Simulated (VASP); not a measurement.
# CO2 (Pbca) in VASP: further runs

CO2 is run at these levels: PBE; tasks: single point.

Program: VASP 6.6.1. These are calculated values, not measurements. Logs are shortened: lines on timing, memory, paths and dates and some standing lists are left out, and cuts for length are marked.

## (1) The cell of the first run

The structure is orthorhombic, space group Pbca (No. 61). Conventional cell: a = 5.647 Å, b = 6.070 Å, c = 6.070 Å, α = 90.00°, β = 90.00°, γ = 90.00°. C (site symmetry -1) has 2 O at 1.15 Å within 1.5 Å. O (site symmetry 1) has 1 C at 1.15 Å within 1.5 Å.

## (2) Single point, PBE (17.34 Å³/atom)

Input file INCAR:

```
SYSTEM = CO2
  PREC = Accurate
  ENCUT = 520
  EDIFF = 1E-6
  ISMEAR = 0
  SIGMA = 0.05
  LREAL = .False.
  LASPH = .True.
  NELM = 60
  ALGO = Normal
  ISIF = 2
  LWAVE = .False.
  LCHARG = .False.
  GGA = PE
  NBANDS = 44
```

Input file KPOINTS:

```
regular mesh
0
Gamma
  4 4 4
  0 0 0
```

Input file POSCAR:

```
CO2
1.0
    6.0702929783      0.0000000000      0.0000000000
    0.0000000000      6.0702929783      0.0000000000
    0.0000000000      0.0000000000      5.6465865284
C O
4 8
Direct
    0.0000000000      0.0000000000      0.0000000000
    0.5000000000      0.0000000000      0.5000000000
    0.5000000000      0.5000000000      0.0000000000
    0.0000000000      0.5000000000      0.5000000000
    0.1114834447      0.1114834447      0.1114834447
    0.3885165553      0.8885165553      0.6114834447
    0.6114834447      0.3885165553      0.8885165553
    0.8885165553      0.6114834447      0.3885165553
    0.8885165553      0.8885165553      0.8885165553
    0.6114834447      0.1114834447      0.3885165553
    0.3885165553      0.6114834447      0.1114834447
    0.1114834447      0.3885165553      0.6114834447
```

Potentials or basis: VASP PAW PBE potentials, release 64 (C, O).

On the command line:

```bash
$ cat potpaw_PBE.64/C/POTCAR potpaw_PBE.64/O/POTCAR > POTCAR
$ mpirun -np 1 vasp_std > vasp.out
```

OUTCAR:

```text
SYSTEM = CO2
   PREC = Accurate
   ENCUT = 520
   EDIFF = 1E-6
   ISMEAR = 0
   LREAL = .False.
   LASPH = .True.
   NELM = 60
   ISIF = 2
   GGA = PE

 ion  position               nearest neighbor table
   1  0.000  0.000  0.000-   5 1.15   9 1.15
   2  0.500  0.000  0.500-   6 1.15  10 1.15
   3  0.500  0.500  0.000-   7 1.15  11 1.15
   4  0.000  0.500  0.500-   8 1.15  12 1.15
   5  0.111  0.111  0.111-   1 1.15
   6  0.389  0.889  0.611-   2 1.15
   7  0.611  0.389  0.889-   3 1.15
   8  0.889  0.611  0.389-   4 1.15
   9  0.889  0.889  0.889-   1 1.15
  10  0.611  0.111  0.389-   2 1.15
  11  0.389  0.611  0.111-   3 1.15
  12  0.111  0.389  0.611-   4 1.15

  LATTYP: Found a simple tetragonal cell.
 ALAT       =     6.0702929783
 C/A-ratio  =     0.9302000000

  Lattice vectors:

 A1 = (   6.0702929783,   0.0000000000,   0.0000000000)
 A2 = (   0.0000000000,   6.0702929783,   0.0000000000)
 A3 = (   0.0000000000,   0.0000000000,   5.6465865284)

Analysis of symmetry for initial positions (statically):
=====================================================================
 Subroutine PRICEL returns:
 Original cell was already a primitive cell.

 Routine SETGRP: Setting up the symmetry group for a
 simple tetragonal supercell.

 Subroutine GETGRP returns: Found  8 space group operations
 (whereof  2 operations were pure point group operations)
 out of a pool of 16 trial point group operations.

The static configuration has the point symmetry S_2 .
 The point group associated with its full space group is D_2h.

Analysis of symmetry for dynamics (positions and initial velocities):
=====================================================================
 Subroutine PRICEL returns:
 Original cell was already a primitive cell.

 Routine SETGRP: Setting up the symmetry group for a
 simple tetragonal supercell.

 Subroutine GETGRP returns: Found  8 space group operations
 (whereof  2 operations were pure point group operations)
 out of a pool of 16 trial point group operations.

The dynamic configuration has the point symmetry S_2 .
 The point group associated with its full space group is D_2h.

 Subroutine INISYM returns: Found  8 space group operations
[... 123 lines left out ...]
   ISIF   =      2    stress and relaxation
   ISYM   =      2    0-nonsym 1-usesym 2-fastsym
   POTIM  = 0.5000    time-step for ionic-motion
   TEBEG  =    0.0;   TEEND  =   0.0 temperature during run
   PSTRESS=    0.0 pullay stress
   NELECT =      64.0000    total number of electrons
   NUPDOWN=      -1.0000    fix difference up-down
   EMIN   =  10.00;   EMAX   =-10.00  energy-range for DOS
   EFERMI =   0.00;   METHOD = LEGACY
   ISMEAR =     0;   SIGMA  =   0.05  broadening in eV -4-tet -1-fermi 0-gaus
   EFERMI_NEDOS =   21; number of points for ismear=-14 and -15
   IALGO  =     38    algorithm
   IMIX   =      4    mixing-type and parameters
     AMIX     =   0.40;   BMIX     =  1.00
     AMIX_MAG =   1.60;   BMIX_MAG =  1.00
  volume/ion in A,a.u.               =      17.34       117.01
  Fermi-wavevector in a.u.,A,eV,Ry     =   1.105095  2.088327 16.615919  1.221236
  Thomas-Fermi vector in A             =   2.241577
   LORBIT       =      0    0 simple, 1 ext, 2 COOP (PROOUT), +10 PAW based schemes
   GGA     = PE    functional components
   LHFCALC =     F    Hartree Fock is set to
   AEXX    =    0.0000 exact exchange contribution
   IVDW    =     0    specifies the selected vdW correction
   LEPSILON=     F    determine dielectric tensor
   LRPA    =     F    only Hartree local field effects (RPA)
 non-spin polarized calculation
 Gauss-broadening in eV      SIGMA  =   0.05
  energy-cutoff  :      520.00
  volume of cell :      208.07
 maximum number of plane-waves:      5630
 NGX is ok and might be reduce to    48
   NGX = 23   NGY = 23   NGZ = 21

 number of electron      64.0000017 magnetization

 Free energy of the ion-electron system (eV)
  ---------------------------------------------------
  ext. energy  EPLUGINS =         0.00000000
  ---------------------------------------------------
  free energy    TOTEN  =       -91.86750434 eV

  energy without entropy =      -91.86750434  energy(sigma->0) =      -91.86750434

 E-fermi :  -4.2690     XC(G=0):  -7.1062

 val. band max:       -4.5219630192   @ k =   0.0000   0.0000   0.0000
 cond. band min:       2.2557462945   @ k =   0.0000   0.0000   0.0000
 fundamental gap:      6.7777093136
 Fermi energy:        -4.2690022806

 k-point     1 :       0.0000    0.0000    0.0000
  band No.  band energies     occupation
      1     -25.2465      2.00000
      2     -25.1507      2.00000
      3     -25.1482      2.00000
      4     -25.1330      2.00000
      5     -24.1908      2.00000
      6     -24.1882      2.00000
[... 1117 lines left out ...]
     43       5.7777      0.00000
     44       5.7777      0.00000

 [... further k-points ...]

------------------------ aborting loop because EDIFF is reached ----------------------------------------

  FORCE on cell =-STRESS in cart. coord.  units (eV):
  Direction    XX          YY          ZZ          XY          YZ          ZX
  --------------------------------------------------------------------------------------
  -------------------------------------------------------------------------------------
  Total       10.6750115     10.7190813      9.6241877      0.0000000      0.0000000      0.0000000
  in kB       82.2003453     82.5396940     74.1087306      0.0000000      0.0000000      0.0000000
  external PRESSURE =      79.6162566 kB  Pullay stress =       0.0000000 kB

 VOLUME and BASIS-vectors are now :
 -----------------------------------------------------------------------------
  energy-cutoff  :      520.00
  volume of cell :      208.07
      direct lattice vectors                 reciprocal lattice vectors
     6.070292978  0.000000000  0.000000000     0.164736695  0.000000000  0.000000000
     0.000000000  6.070292978  0.000000000     0.000000000  0.164736695  0.000000000
     0.000000000  0.000000000  5.646586528     0.000000000  0.000000000  0.177098145

 POSITION                                       TOTAL-FORCE (eV/Angst)
 -----------------------------------------------------------------------------------
      0.00000      0.00000      0.00000         0.000000      0.000000      0.000000
      3.03515      0.00000      2.82329         0.000000      0.000000      0.000000
      3.03515      3.03515      0.00000         0.000000      0.000000      0.000000
      0.00000      3.03515      2.82329         0.000000      0.000000      0.000000
      0.67674      0.67674      0.62950         2.023655      2.012153      1.891643
      2.35841      5.39356      3.45279        -2.023655     -2.012153      1.891643
      3.71188      2.35841      5.01709         2.023655     -2.012153     -1.891643
      5.39356      3.71188      2.19379        -2.023655      2.012153     -1.891643
      5.39356      5.39356      5.01709        -2.023655     -2.012153     -1.891643
      3.71188      0.67674      2.19379         2.023655      2.012153     -1.891643
      2.35841      3.71188      0.62950        -2.023655      2.012153      1.891643
      0.67674      2.35841      3.45279         2.023655     -2.012153      1.891643
 -----------------------------------------------------------------------------------
    total drift:                                0.000000      0.000000      0.000000

  FREE ENERGIE OF THE ION-ELECTRON SYSTEM (eV)
  ---------------------------------------------------
  free  energy   TOTEN  =       -91.8675043447 eV

  energy  without entropy=      -91.8675043447  energy(sigma->0) =      -91.86750434
```

Wall time 4.5 min (1 thread of AMD EPYC 9755, shared host); peak memory 0.35 GiB.

What came out:

```
Free energy            : -91.8675 eV
Pressure               : 8.0 GPa
Largest force          : 3.424 eV/Å
Band gap on the k mesh : 6.78 eV
```

Forces on the atoms (eV/Å):
```
C    0.000  0.000  0.000
C    0.000  0.000  0.000
C    0.000  0.000  0.000
C    0.000  0.000  0.000
O    2.024  2.012  1.892
O   -2.024 -2.012  1.892
O    2.024 -2.012 -1.892
O   -2.024  2.012 -1.892
O   -2.024 -2.012 -1.892
O    2.024  2.012 -1.892
O   -2.024  2.012  1.892
O    2.024 -2.012  1.892
```

Caveat: the cell stands under pressure; this functional lacks dispersion, which holds the molecules together, so the pressure and a relaxed volume are unreliable; forces of over 1 eV/Å act on the atoms, so gaps and moduli don't describe the material at rest.

## (3) Single point, PBE (17.34 Å³/atom)

Input file INCAR:

```
SYSTEM = CO2
ALGO = Normal ; EDIFF = 1E-7
ENCUT = 520 ; GGA = PE
ISIF = 2 ; ISMEAR = 0
LASPH = .TRUE. ; LCHARG = .TRUE.
LELF = .TRUE. ; LREAL = .FALSE.
LVHAR = .TRUE. ; LWAVE = .FALSE.
NBANDS = 44 ; NELM = 60
PREC = Accurate ; SIGMA = 0.05
```

Input file KPOINTS:

```
k-points
0
G
  4 4 4
  0 0 0
```

POSCAR, as its differences from that of step 2:

```diff
@@ -2,5 +2,5 @@
 1.0
-    6.0702929783      0.0000000000      0.0000000000
-    0.0000000000      6.0702929783      0.0000000000
-    0.0000000000      0.0000000000      5.6465865284
+    6.1686744122      0.0000000000      0.0000000000
+    0.0000000000      6.1686744122      0.0000000000
+    0.0000000000      0.0000000000      5.4679129990
 C O
```

Potentials or basis: VASP PAW PBE potentials, release 64 (C, O).

On the command line:

```bash
$ cat potpaw_PBE.64/C/POTCAR potpaw_PBE.64/O/POTCAR > POTCAR
$ mpirun -np 1 vasp_std > vasp.out
```

Run time: 5.9 min. Hardware: 1 thread of AMD EPYC 9755, shared host; peak memory 0.34 GiB.

It converged, with:

- Free energy: -91.9109 eV
- Pressure: 7.4 GPa
- Largest force: 3.136 eV/Å
- Band gap on the k mesh: 6.72 eV

Forces on the atoms (eV/Å):
```
C    0.000  0.000  0.000
C    0.000  0.000  0.000
C    0.000  0.000  0.000
C    0.000  0.000  0.000
O    1.881  1.862  1.682
O   -1.881 -1.862  1.682
O    1.881 -1.862 -1.682
O   -1.881  1.862 -1.682
O   -1.881 -1.862 -1.682
O    1.881  1.862 -1.682
O   -1.881  1.862  1.682
O    1.881 -1.862  1.682
```

Stress tensor (GPa, compression positive):
```
7.71 0.00 0.00
0.00 7.80 0.00
0.00 0.00 6.55
```

Levels at points of the mesh, in eV from the valence-band top:
| k point | band 30 | band 31 | band 32 | band 33 | band 34 | band 35 |
| --- | --- | --- | --- | --- | --- | --- |
| (0.00, 0.00, 0.00) | -0.18 | -0.18 | 0.00 | 6.72 | 8.40 | 8.46 |
| (0.50, 0.00, 0.00) | -0.27 | -0.10 | -0.10 | 7.96 | 7.96 | 8.33 |
| (0.00, 0.50, 0.00) | -0.27 | -0.13 | -0.13 | 7.96 | 7.96 | 8.46 |
| (0.50, 0.50, 0.00) | -0.27 | -0.27 | -0.27 | 8.36 | 8.36 | 8.36 |
| (0.00, 0.00, 0.50) | -0.25 | -0.17 | -0.17 | 8.28 | 8.28 | 8.42 |
| (0.50, 0.00, 0.50) | -0.23 | -0.23 | -0.23 | 8.35 | 8.35 | 8.35 |
| (0.00, 0.50, 0.50) | -0.21 | -0.21 | -0.21 | 8.39 | 8.39 | 8.39 |
| (0.50, 0.50, 0.50) | -0.21 | -0.21 | -0.21 | 8.45 | 8.45 | 8.45 |

Caveat: the cell stands under pressure; this functional lacks dispersion, which holds the molecules together, so the pressure and a relaxed volume are unreliable; forces of over 1 eV/Å act on the atoms, so gaps and moduli don't describe the material at rest.

## (4) Single point, PBE (17.34 Å³/atom)

Input file INCAR:

```
SYSTEM = CO2
ALGO = Normal ; EDIFF = 1E-6
ENCUT = 520 ; GGA = PE
ISIF = 2 ; ISMEAR = 0
LASPH = .TRUE. ; LCHARG = .FALSE.
LREAL = .FALSE. ; LWAVE = .FALSE.
NBANDS = 44 ; NELM = 60
PREC = Accurate ; SIGMA = 0.05
```

KPOINTS is that of step 3.

POSCAR, as its differences from that of step 3:

```diff
@@ -2,5 +2,5 @@
 1.0
-    6.1686744122      0.0000000000      0.0000000000
-    0.0000000000      6.1686744122      0.0000000000
-    0.0000000000      0.0000000000      5.4679129990
+    6.0217028654      0.0000000000      0.0000000000
+    0.0000000000      6.0217028654      0.0000000000
+    0.0000000000      0.0000000000      5.7380806604
 C O
```

On the command line:

```bash
$ cat potpaw_PBE.64/C/POTCAR potpaw_PBE.64/O/POTCAR > POTCAR
$ mpirun -np 1 vasp_std > vasp.out
```

Wall time 6.3 min (1 thread of AMD EPYC 9755, shared host); peak memory 0.37 GiB.

It converged, with:

* Free energy: -91.8527 eV
* Pressure: 8.2 GPa
* Largest force: 3.515 eV/Å
* Band gap on the k mesh: 6.80 eV

Forces on the atoms (eV/Å):
```
C    0.000  0.000  0.000
C    0.000  0.000  0.000
C    0.000  0.000  0.000
C    0.000  0.000  0.000
O    2.062  2.054  1.971
O   -2.062 -2.054  1.971
O    2.062 -2.054 -1.971
O   -2.062  2.054 -1.971
O   -2.062 -2.054 -1.971
O    2.062  2.054 -1.971
O   -2.062  2.054  1.971
O    2.062 -2.054  1.971
```

Stress tensor (GPa, compression positive):
```
8.34 0.00 0.00
0.00 8.36 0.00
0.00 0.00 7.77
```

Levels at points of the mesh, in eV from the valence-band top:
| k point | band 29 | band 30 | band 31 | band 32 | band 33 | band 34 | band 35 | band 36 |
| --- | --- | --- | --- | --- | --- | --- | --- | --- |
| (0.00, 0.00, 0.00) | -0.15 | -0.15 | -0.07 | 0.00 | 6.80 | 8.55 | 8.58 | 8.64 |
| (0.50, 0.00, 0.00) | -0.22 | -0.22 | -0.07 | -0.07 | 8.09 | 8.09 | 8.47 | 8.47 |
| (0.00, 0.50, 0.00) | -0.23 | -0.23 | -0.08 | -0.08 | 8.09 | 8.09 | 8.53 | 8.53 |
| (0.50, 0.50, 0.00) | -0.22 | -0.22 | -0.22 | -0.22 | 8.45 | 8.45 | 8.45 | 8.45 |
| (0.00, 0.00, 0.50) | -0.22 | -0.22 | -0.10 | -0.10 | 8.22 | 8.22 | 8.51 | 8.51 |
| (0.50, 0.00, 0.50) | -0.21 | -0.21 | -0.21 | -0.21 | 8.45 | 8.45 | 8.45 | 8.45 |
| (0.00, 0.50, 0.50) | -0.20 | -0.20 | -0.20 | -0.20 | 8.46 | 8.46 | 8.46 | 8.46 |
| (0.50, 0.50, 0.50) | -0.21 | -0.21 | -0.21 | -0.21 | 8.55 | 8.55 | 8.55 | 8.55 |

Caveat: the cell stands under pressure; this functional lacks dispersion, which holds the molecules together, so the pressure and a relaxed volume are unreliable; forces of over 1 eV/Å act on the atoms, so gaps and moduli don't describe the material at rest.

## (5) The runs side by side

```csv
cell,gap on the mesh (eV),pressure (GPa),largest force (eV/Å)
"a = 6.070, b = 6.070, c = 5.647 Å, 12 atoms",6.78,8.0,3.42
"a = 6.169, b = 6.169, c = 5.468 Å, 12 atoms",6.72,7.4,3.14
"a = 6.022, b = 6.022, c = 5.738 Å, 12 atoms",6.80,8.2,3.52
```

Alike in all rows: task single point; level PBE; potentials or basis VASP PAW PBE potentials, release 64 (C, O); no spin polarisation; k mesh 4 × 4 × 4; cutoff (eV) 520; smearing gaussian 0.05 eV.

Caveats: the cell stands under pressure; this functional lacks dispersion, which holds the molecules together, so the pressure and a relaxed volume are unreliable; forces of over 1 eV/Å act on the atoms, so gaps and moduli don't describe the material at rest.

Total energies depend on the potentials used, so only differences within one code and one set of settings carry meaning.
